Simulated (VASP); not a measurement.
## Zn3Cl: relaxation of cell and atoms with PBE

Zn3Cl:

```xyz
8
Lattice="5.8363 0.0000 0.0000 -2.9182 5.0544 0.0000 0.0000 0.0000 4.6846" Properties=species:S:1:pos:R:3 pbc="T T T"
Zn    2.9182    3.3662    1.1711
Zn   -1.4562    4.2103    3.5134
Zn    1.4620    0.8441    1.1711
Zn    0.0000    1.6882    3.5134
Zn    4.3743    0.8441    1.1711
Zn    1.4562    4.2103    3.5134
Cl    0.0000    3.3696    1.1711
Cl    2.9182    1.6848    3.5134
```

```yaml
Program: VASP 6.6.1
Task: relaxation of cell and atoms
Functional: PBE
Potentials_or_basis: VASP PAW PBE potentials, release 64 (Zn, Cl)
Cutoff: 600 eV
k_mesh: 3 × 3 × 4
Occupations: gaussian, width 0.1 eV
Spin: no spin polarisation
Dipole_correction: no
Further_INCAR_settings: ALGO = Normal; EDIFF = 1e-06; IBRION = 2; EDIFFG = -0.04; NSW = 90; ISIF = 3
```

```json
{"Relaxed volume": "21.01 Å³/atom", "Relaxed cell": "a = 7.221 Å, b = 7.221 Å, c = 3.722 Å, α = 90.00°, β = 90.00°, γ = 120.00°", "Space group after relaxing (to 0.1 Å)": "P6_3/mmc (No. 194)", "Pressure after relaxing": "-0.1 GPa", "Largest force after relaxing": "0.024 eV/Å", "Band gap on the k mesh": "zero (bands 43 and 44 overlap by 2.09 eV)"}
```

Forces in eV/Å, atoms in the order of the input:
```
Zn   0.000 -0.024  0.000
Zn   0.020 -0.012  0.000
Zn   0.020  0.012  0.000
Zn   0.000  0.024  0.000
Zn  -0.020  0.012  0.000
Zn  -0.020 -0.012  0.000
Cl   0.000  0.000  0.000
Cl   0.000  0.000  0.000
```

Stress tensor (GPa, compression positive):
```
-0.05  0.00  0.00
 0.00 -0.05  0.00
 0.00  0.00 -0.14
```

Final structure:
```yaml
crystal:
  lattice:
    - [7.22074, 0.00000, 0.00000]
    - [-3.61037, 6.25334, 0.00000]
    - [0.00000, 0.00000, 3.72159]
  atoms:
    - { symbol: Zn, position: [0.85571, 0.71142, 0.25000] }
    - { symbol: Zn, position: [0.14429, 0.85571, 0.75000] }
    - { symbol: Zn, position: [0.28858, 0.14429, 0.25000] }
    - { symbol: Zn, position: [0.14429, 0.28858, 0.75000] }
    - { symbol: Zn, position: [0.85571, 0.14429, 0.25000] }
    - { symbol: Zn, position: [0.71142, 0.85571, 0.75000] }
    - { symbol: Cl, position: [0.33333, 0.66667, 0.25000] }
    - { symbol: Cl, position: [0.66667, 0.33333, 0.75000] }
```

Levels at points of the mesh, in eV from the Fermi level:
```csv
k point,band 41,band 42,band 43,band 44,band 45,band 46
"(0.00, 0.00, 0.00)",-2.58,-0.11,0.48,0.48,2.00,2.89
"(0.00, 0.00, 0.50)",-1.61,-1.61,-1.61,-1.61,1.57,1.57
```

Wall time 32 min on 1 thread of AMD EPYC 7571, on a shared host, peak memory 0.29 GiB.

Caveat: the k points lie up to 0.42 Å⁻¹ apart in the final cell, too coarse for converged energies and pressures of a metal; the volume moved by over 15 % at a fixed basis, so the end points are rough.
